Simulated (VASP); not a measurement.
# Cu (P6_3/mmc) in VASP: further runs

The runs below take Cu through single point, with r2SCAN.

Everything below comes from runs of VASP 6.6.1. Logs are shortened: lines on timing, memory, paths and dates and some standing lists are left out, and cuts for length are marked.

**1. The cell of the first run**

The structure is hexagonal, space group P6_3/mmc (No. 194). Conventional cell: a = 2.529 Å, b = 2.529 Å, c = 8.264 Å, α = 90.00°, β = 90.00°, γ = 120.00°. Cu (site symmetry -3m) has 12 Cu at 2.53 Å within 3.3 Å. Within 3.3 Å of Cu (site symmetry -6m2) lie 12 Cu at 2.53 Å.

This isn't the form of Cu at room conditions, which is fcc.

**2. Single point, r2SCAN**

POSCAR

```
Cu
1.0
    2.5293395094      0.0000000000      0.0000000000
   -1.2646697547      2.1904722699      0.0000000000
    0.0000000000      0.0000000000      8.2639398566
Cu
4
Direct
    0.0000000000      0.0000000000      0.0000000000
    0.3333333333      0.6666666667      0.2500000000
    0.0000000000      0.0000000000      0.5000000000
    0.6666666667      0.3333333333      0.7500000000
```

INCAR.step1

```
SYSTEM = Cu
ALGO = Normal
EDIFF = 1E-4
ENCUT = 520
GGA = PE
ISMEAR = 0
LASPH = .True.
LCHARG = .False.
LREAL = .False.
LWAVE = .True.
NBANDS = 30
NELM = 60
PREC = Accurate
SIGMA = 0.1
```

INCAR.step2

```
SYSTEM = Cu
ALGO = Normal
EDIFF = 1E-7
ENCUT = 520
ISIF = 2
ISMEAR = 0
ISTART = 1
LASPH = .True.
LCHARG = .False.
LMIXTAU = .True.
LREAL = .False.
LWAVE = .False.
METAGGA = R2SCAN
NBANDS = 30
NELM = 60
PREC = Accurate
SIGMA = 0.1
```

KPOINTS

```
k-points
0
Gamma
  18 18 6
  0 0 0
```

Potentials or basis: VASP PAW PBE potentials, release 64 (Cu).

Run with:

```
cat potpaw_PBE.64/Cu/POTCAR > POTCAR
cp INCAR.step1 INCAR
mpirun -np 1 vasp_std > vasp.out
cp INCAR.step2 INCAR
mpirun -np 1 vasp_std > vasp.out
```

OUTCAR:

```text
SYSTEM = Cu
   EDIFF = 1E-7
   ENCUT = 520
   ISIF = 2
   ISMEAR = 0
   ISTART = 1
   LASPH = .True.
   LREAL = .False.
   METAGGA = R2SCAN
   NELM = 60
   PREC = Accurate

 ion  position               nearest neighbor table
   1  0.000  0.000  0.000-   2 2.53   4 2.53   2 2.53   4 2.53   4 2.53   2 2.53
   2  0.333  0.667  0.250-   1 2.53   3 2.53   1 2.53   3 2.53   1 2.53   3 2.53
   3  0.000  0.000  0.500-   2 2.53   4 2.53   2 2.53   4 2.53   4 2.53   2 2.53
   4  0.667  0.333  0.750-   1 2.53   3 2.53   1 2.53   3 2.53   1 2.53   3 2.53

  LATTYP: Found a hexagonal cell.
 ALAT       =     2.5293395094
 C/A-ratio  =     3.2672323450

  Lattice vectors:

 A1 = (   2.5293395094,   0.0000000000,   0.0000000000)
 A2 = (  -1.2646697547,   2.1904722699,   0.0000000000)
 A3 = (   0.0000000000,   0.0000000000,   8.2639398566)

Analysis of symmetry for initial positions (statically):
=====================================================================
 Subroutine PRICEL returns:
 Original cell was already a primitive cell.

 Routine SETGRP: Setting up the symmetry group for a
 hexagonal supercell.

 Subroutine GETGRP returns: Found 24 space group operations
 (whereof 12 operations were pure point group operations)
 out of a pool of 24 trial point group operations.

The static configuration has the point symmetry D_3d.
 The point group associated with its full space group is D_6h.

Analysis of symmetry for dynamics (positions and initial velocities):
=====================================================================
 Subroutine PRICEL returns:
 Original cell was already a primitive cell.

 Routine SETGRP: Setting up the symmetry group for a
 hexagonal supercell.

 Subroutine GETGRP returns: Found 24 space group operations
 (whereof 12 operations were pure point group operations)
 out of a pool of 24 trial point group operations.

The dynamic configuration has the point symmetry D_3d.
 The point group associated with its full space group is D_6h.

 Subroutine INISYM returns: Found 24 space group operations
 (whereof 12 operations are pure point group operations),
 and found     1 'primitive' translations

----------------------------------------------------------------------------------------

                                     Primitive cell

  volume of cell :      45.7859

  direct lattice vectors                    reciprocal lattice vectors
     2.529339509  0.000000000  0.000000000     0.395360131  0.228261278  0.000000000
    -1.264669755  2.190472270  0.000000000     0.000000000  0.456522556  0.000000000
     0.000000000  0.000000000  8.263939857     0.000000000  0.000000000  0.121007657

  length of vectors
     2.529339509  2.529339509  8.263939857     0.456522556  0.456522556  0.121007657

  position of ions in fractional coordinates (direct lattice)
     0.000000000  0.000000000  0.000000000
     0.333333333  0.666666667  0.250000000
     0.000000000  0.000000000  0.500000000
     0.666666667  0.333333333  0.750000000

  ion indices of the primitive-cell ions
   primitive index   ion index
                 1           1
                 2           2
                 3           3
                 4           4

----------------------------------------------------------------------------------------

 KPOINTS: k-points

Automatic generation of k-mesh.
 Grid dimensions read from file:
 generate k-points for:   18   18    6

 Generating k-lattice:

  Cartesian coordinates                     Fractional coordinates (reciprocal lattice)
     0.021964452  0.012681182  0.000000000     0.055555556  0.000000000  0.000000000
     0.000000000  0.025362364  0.000000000     0.000000000  0.055555556  0.000000000
     0.000000000  0.000000000  0.020167943     0.000000000  0.000000000  0.166666667

  Length of vectors
     0.025362364  0.025362364  0.020167943

  Shift w.r.t. Gamma in fractional coordinates (k-lattice)
     0.000000000  0.000000000  0.000000000

 Subroutine IBZKPT returns following result:
 ===========================================

 Found    148 irreducible k-points:

 Following reciprocal coordinates:
            Coordinates               Weight
  0.000000  0.000000  0.000000      1.000000
  0.055556 -0.000000  0.000000      6.000000
  0.111111 -0.000000  0.000000      6.000000
  0.166667 -0.000000  0.000000      6.000000
  0.222222 -0.000000  0.000000      6.000000
  0.277778 -0.000000  0.000000      6.000000
[... 16 lines left out ...]
  0.333333  0.111111  0.000000     12.000000
  0.388889  0.111111  0.000000     12.000000
 [... further k-points ...]
   k-points           NKPTS =    148   k-points in BZ     NKDIM =    148   number of bands    NBANDS=     30
   number of dos      NEDOS =    301   number of ions     NIONS =      4
   total plane-waves  NPLWV =  25600
   dimension x,y,z NGX =    20 NGY =   20 NGZ =   64
   dimension x,y,z NGXF=    40 NGYF=   40 NGZF=  128
   ions per type =               4
   NGX,Y,Z   is equivalent  to a cutoff of  13.15, 13.15, 12.87 a.u.
   NGXF,Y,Z  is equivalent  to a cutoff of  26.29, 26.29, 25.75 a.u.
 SYSTEM =  Cu
   PREC   = accura    normal or accurate (medium, high low for compatibility)
   ISTART =      1    job   : 0-new  1-cont  2-samecut
   ICHARG =      0    charge: 1-file 2-atom 10-const
   ISPIN  =      1    spin polarized calculation?
   LNONCOLLINEAR =      F non collinear calculations
   LSORBIT =      F    spin-orbit coupling
   LASPH  =      T    aspherical Exc in radial PAW
   ENCUT  =  520.0 eV  38.22 Ry    6.18 a.u.   4.70  4.70 15.37*2*pi/ulx,y,z
   NELM   =     60;   NELMIN=  2; NELMDL=  0     # of ELM steps
   EDIFF  = 0.1E-06   stopping-criterion for ELM
   LREAL  =      F    real-space projection
   EDIFFG = 0.1E-05   stopping-criterion for IOM
   NSW    =      0    number of steps for IOM
   IBRION =     -1    ionic relax: 0-MD 1-quasi-New 2-CG
   NFREE  =      0    steps in history (QN), initial steepest desc. (CG)
   ISIF   =      2    stress and relaxation
   ISYM   =      2    0-nonsym 1-usesym 2-fastsym
   POTIM  = 0.5000    time-step for ionic-motion
   TEBEG  =    0.0;   TEEND  =   0.0 temperature during run
   PSTRESS=    0.0 pullay stress
   NELECT =      44.0000    total number of electrons
   NUPDOWN=      -1.0000    fix difference up-down
   EMIN   =  10.00;   EMAX   =-10.00  energy-range for DOS
   EFERMI =   0.00;   METHOD = LEGACY
   ISMEAR =     0;   SIGMA  =   0.10  broadening in eV -4-tet -1-fermi 0-gaus
   EFERMI_NEDOS =   21; number of points for ismear=-14 and -15
   IALGO  =     38    algorithm
   IMIX   =      4    mixing-type and parameters
     AMIX     =   0.40;   BMIX     =  1.00
     AMIX_MAG =   1.60;   BMIX_MAG =  1.00
  volume/ion in A,a.u.               =      11.45        77.24
  Fermi-wavevector in a.u.,A,eV,Ry     =   1.615530  3.052909 35.510354  2.609937
  Thomas-Fermi vector in A             =   2.710263
   LORBIT       =      0    0 simple, 1 ext, 2 COOP (PROOUT), +10 PAW based schemes
   METAGGA = R2SCAN    functional components
   LHFCALC =     F    Hartree Fock is set to
   AEXX    =    0.0000 exact exchange contribution
   IVDW    =     0    specifies the selected vdW correction
   LEPSILON=     F    determine dielectric tensor
   LRPA    =     F    only Hartree local field effects (RPA)
 non-spin polarized calculation
 Gauss-broadening in eV      SIGMA  =   0.10
  energy-cutoff  :      520.00
  volume of cell :       45.79
 maximum number of plane-waves:      1255
 NGX is ok and might be reduce to    20
   NGX =  9   NGY =  9   NGZ = 31

 number of electron      43.9999989 magnetization

 Free energy of the ion-electron system (eV)
  ---------------------------------------------------
  ext. energy  EPLUGINS =         0.00000000
  ---------------------------------------------------
  free energy    TOTEN  =       -43.28777824 eV

  energy without entropy =      -43.28093826  energy(sigma->0) =      -43.28435825

 E-fermi :   7.7403     XC(G=0): -13.9556

 val. band max:        7.7339011931   @ k =   0.3889   0.0556   0.0000
 cond. band min:       7.7517698445   @ k =   0.2778   0.1667   0.0000
 fundamental gap:      0.0178686514
 Fermi energy:         7.7402988815

 k-point     1 :       0.0000    0.0000    0.0000
  band No.  band energies     occupation
      1      -2.1292      2.00000
      2       0.1173      2.00000
      3       0.1238      2.00000
      4       2.3691      2.00000
      5       4.2782      2.00000
      6       4.2823      2.00000
[... 22 lines left out ...]
     29      30.7424      0.00000
     30      31.1961      0.00000

 k-point     2 :       0.0556   -0.0000    0.0000
  band No.  band energies     occupation
      1      -2.0228      2.00000
      2       0.2121      2.00000
      3       0.2185      2.00000
      4       2.4315      2.00000
      5       4.2233      2.00000
      6       4.2554      2.00000
[... 22 lines left out ...]
     29      29.7495      0.00000
     30      29.8788      0.00000

 k-point     3 :       0.1111   -0.0000    0.0000
  band No.  band energies     occupation
      1      -1.7069      2.00000
      2       0.4892      2.00000
      3       0.4954      2.00000
      4       2.6074      2.00000
      5       4.1005      2.00000
      6       4.1864      2.00000
[... 22 lines left out ...]
     29      27.6450      0.00000
     30      27.6581      0.00000

 k-point     4 :       0.1667   -0.0000    0.0000
  band No.  band energies     occupation
      1      -1.1917      2.00000
      2       0.9233      2.00000
      3       0.9291      2.00000
      4       2.8589      2.00000
      5       3.9652      2.00000
      6       4.0880      2.00000
[... 616 lines left out ...]
     29      20.1497      0.00000
     30      22.5526      0.00000

 k-point    23 :       0.3333    0.1111    0.0000
  band No.  band energies     occupation
      1       2.1920      2.00000
      2       2.6402      2.00000
      3       2.7351      2.00000
      4       3.2190      2.00000
      5       3.5158      2.00000
      6       3.6214      2.00000
[... 22 lines left out ...]
     29      19.5306      0.00000
     30      21.6069      0.00000

 k-point    24 :       0.3889    0.1111    0.0000
  band No.  band energies     occupation
      1       2.5259      2.00000
      2       2.6636      2.00000
      3       2.9338      2.00000
      4       3.1862      2.00000
      5       3.5195      2.00000
      6       3.5368      2.00000
[... 22 lines left out ...]
     29      19.0723      0.00000
     30      19.7860      0.00000

 [... further k-points ...]
[... 5 lines left out ...]
  --------------------------------------------------------------------------------------
  -------------------------------------------------------------------------------------
  Total        0.1976199      0.1976199      0.2280988      0.0000000      0.0000000      0.0000000
  in kB        6.9152717      6.9152717      7.9818123      0.0000000      0.0000000      0.0000000
  external PRESSURE =       7.2707852 kB  Pullay stress =       0.0000000 kB

 VOLUME and BASIS-vectors are now :
 -----------------------------------------------------------------------------
  energy-cutoff  :      520.00
  volume of cell :       45.79
      direct lattice vectors                 reciprocal lattice vectors
     2.529339509  0.000000000  0.000000000     0.395360131  0.228261278  0.000000000
    -1.264669755  2.190472270  0.000000000     0.000000000  0.456522556  0.000000000
     0.000000000  0.000000000  8.263939857     0.000000000  0.000000000  0.121007657

 POSITION                                       TOTAL-FORCE (eV/Angst)
 -----------------------------------------------------------------------------------
      0.00000      0.00000      0.00000         0.000000      0.000000      0.000000
     -0.00000      1.46031      2.06598         0.000000     -0.000000      0.000000
      0.00000      0.00000      4.13197         0.000000      0.000000      0.000000
      1.26467      0.73016      6.19795        -0.000000      0.000000     -0.000000
 -----------------------------------------------------------------------------------
    total drift:                                0.000000     -0.000000      0.000000

  FREE ENERGIE OF THE ION-ELECTRON SYSTEM (eV)
  ---------------------------------------------------
  free  energy   TOTEN  =       -43.2877782437 eV

  energy  without entropy=      -43.2809382649  energy(sigma->0) =      -43.28435825
```

Wall time 21 min (1 thread of Intel Xeon 8259CL, shared host); peak memory 0.28 GiB.

Results:

| Property | Result |
| --- | --- |
| Free energy | -43.2878 eV |
| Pressure | 0.7 GPa |
| Band gap on the k mesh | zero (bands 22 and 23 overlap by 5.47 eV) |

Caveat: the PAW data sets were made with another functional, which shifts forces and pressure a little.

**3. Single point, r2SCAN**

This run uses another cell than the first one, of 11.67 Å³/atom.

POSCAR

```
Cu
1.0
    2.5458448586      0.0000000000      0.0000000000
   -1.2729224293      2.2047663216      0.0000000000
    0.0000000000      0.0000000000      8.3172937294
Cu
4
Direct
    0.0000000000      0.0000000000      0.0000000000
    0.3333333333      0.6666666667      0.2500000000
    0.0000000000      0.0000000000      0.5000000000
    0.6666666667      0.3333333333      0.7500000000
```

INCAR.step1

```
SYSTEM = Cu
PREC = Accurate ; ENCUT = 520
ISMEAR = 0 ; SIGMA = 0.1
LREAL = .False. ; LASPH = .True.
NELM = 80 ; NBANDS = 30
GGA = PE ; ALGO = Normal
EDIFF = 1E-4 ; LWAVE = .True.
LCHARG = .False.
```

INCAR.step2

```
SYSTEM = Cu
PREC = Accurate ; ENCUT = 520
EDIFF = 1E-7 ; ISMEAR = 0
SIGMA = 0.1 ; LREAL = .False.
LASPH = .True. ; NELM = 80
ALGO = Normal ; ISIF = 2
LWAVE = .False. ; LCHARG = .False.
METAGGA = R2SCAN ; LMIXTAU = .True.
NBANDS = 30 ; ISTART = 1
```

KPOINTS

```
Automatic mesh
0
Gamma
  18 18 6
  0 0 0
```

Potentials or basis: VASP PAW PBE potentials, release 64 (Cu).

Run with:

```
cat potpaw_PBE.64/Cu/POTCAR > POTCAR
cp INCAR.step1 INCAR
mpirun -np 1 vasp_std > vasp.out
cp INCAR.step2 INCAR
mpirun -np 1 vasp_std > vasp.out
```

Run time: 21 min. Hardware: 1 thread of Intel Xeon 8259CL, shared host; peak memory 0.28 GiB.

Results (log left out):

| Item | Value |
| --- | --- |
| Free energy | -43.2840 eV |
| Pressure | -2.3 GPa |
| Band gap on the k mesh | zero (bands 22 and 23 overlap by 5.41 eV) |

Stress tensor (GPa, compression positive):
```
-2.39  0.00  0.00
 0.00 -2.39  0.00
 0.00  0.00 -2.25
```

Levels at points of the mesh, in eV from the Fermi level:
| k point | band 20 | band 21 | band 22 | band 23 | band 24 | band 25 |
| --- | --- | --- | --- | --- | --- | --- |
| (0.00, 0.00, 0.00) | -2.03 | -2.03 | -1.73 | -1.73 | -1.03 | 4.08 |
| (0.50, 0.00, 0.00) | -1.57 | -0.61 | 0.48 | 1.05 | 1.68 | 4.94 |
| (0.00, 0.00, 0.50) | -2.33 | -1.86 | -1.86 | -1.86 | -1.86 | 7.33 |
| (0.50, 0.00, 0.50) | -1.60 | 0.08 | 0.08 | 1.47 | 1.47 | 5.47 |

Caveat: the PAW data sets were made with another functional, which shifts forces and pressure a little.

**4. Single point, r2SCAN (biaxial strain in the a-b plane: -1.5 %)**

POSCAR

```
Cu
1.0
    2.4913994174      0.0000000000      0.0000000000
   -1.2456997087      2.1576151865      0.0000000000
    0.0000000000      0.0000000000      8.3383153076
Cu
4
Direct
    0.0000000000      0.0000000000      0.0000000000
    0.3333333333      0.6666666667      0.2500000000
    0.0000000000      0.0000000000      0.5000000000
    0.6666666667      0.3333333333      0.7500000000
```

INCAR.step1

```
PREC     = Accurate       # precision mode
ENCUT    = 660            # plane-wave cutoff, eV
ISMEAR   = 0              # smearing method
SIGMA    = 0.1            # smearing width, eV
LREAL    = F              # projectors in reciprocal space
LASPH    = T              # aspherical terms in the spheres
NELM     = 120            # most SCF steps
NBANDS   = 30             # bands
GGA      = PE             # functional
ALGO     = Normal         # electronic algorithm
EDIFF    = 1E-5           # SCF threshold, eV
LWAVE    = T              # write WAVECAR
LCHARG   = F              # write CHGCAR
GGA_COMPAT= F
```

INCAR.step2

```
PREC     = Accurate       # precision mode
ENCUT    = 660            # plane-wave cutoff, eV
EDIFF    = 1E-6           # SCF threshold, eV
ISMEAR   = 0              # smearing method
SIGMA    = 0.1            # smearing width, eV
LREAL    = F              # projectors in reciprocal space
LASPH    = T              # aspherical terms in the spheres
NELM     = 120            # most SCF steps
ALGO     = Normal         # electronic algorithm
ISIF     = 2              # what is computed and relaxed
LWAVE    = F              # write WAVECAR
LCHARG   = F              # write CHGCAR
METAGGA  = R2SCAN         # meta-GGA
LMIXTAU  = T            
NBANDS   = 30             # bands
ISTART   = 1            
GGA_COMPAT= F
```

KPOINTS

```
Automatic mesh
0
Gamma
  24 24 6
```

Run with:

```
cat potpaw_PBE.64/Cu/POTCAR > POTCAR
cp INCAR.step1 INCAR
mpirun -np 1 vasp_std > vasp.out
cp INCAR.step2 INCAR
mpirun -np 1 vasp_std > vasp.out
```

Wall time 40 min (1 thread of AMD EPYC 7R43 (Zen 3), shared host); peak memory 0.42 GiB.

The run converged. Its results:

- Free energy: -43.2697 eV
- Pressure: 4.2 GPa
- Band gap on the k mesh: zero (bands 22 and 23 overlap by 5.69 eV)

Stress tensor (GPa, compression positive):
```
5.89 0.00 0.00
0.00 5.89 0.00
0.00 0.00 0.96
```

Levels at points of the mesh, in eV from the Fermi level:
```csv
k point,band 19,band 20,band 21,band 22,band 23,band 24,band 25,band 26
"(0.00, 0.00, 0.00)",-2.29,-2.15,-2.15,-1.85,-1.85,-1.46,3.89,12.77
"(0.50, 0.00, 0.00)",-1.67,-1.66,-0.70,0.39,1.09,1.74,5.17,5.19
"(0.00, 0.00, 0.50)",-2.44,-2.44,-1.97,-1.97,-1.97,-1.97,7.05,7.05
"(0.50, 0.00, 0.50)",-1.67,-1.67,0.04,0.04,1.50,1.50,5.64,5.64
```

Caveat: the cell differs from its parent crystal (biaxial strain in the a-b plane: -1.5 %); the cell stands under pressure; the PAW data sets were made with another functional, which shifts forces and pressure a little.

**5. The runs side by side**

| cell | k mesh | cutoff (eV) | gap on the mesh (eV) | pressure (GPa) |
| --- | --- | --- | --- | --- |
| a = 2.529, b = 2.529, c = 8.264 Å, angles 90.0, 90.0, 120.0°, 4 atoms | 18 × 18 × 6 | 520 | none | 0.7 |
| a = 2.546, b = 2.546, c = 8.317 Å, angles 90.0, 90.0, 120.0°, 4 atoms | 18 × 18 × 6 | 520 | none | -2.3 |
| a = 2.491, b = 2.491, c = 8.338 Å, angles 90.0, 90.0, 120.0°, 4 atoms | 24 × 24 × 6 | 660 | none | 4.2 |

Alike in all rows: task single point; level r2SCAN; potentials or basis VASP PAW PBE potentials, release 64 (Cu); no spin polarisation; smearing gaussian 0.1 eV.

Caveats: the PAW data sets were made with another functional, which shifts forces and pressure a little; the cell stands under pressure (at least some runs).

Total energies depend on the potentials used, so only differences within one code and one set of settings carry meaning.
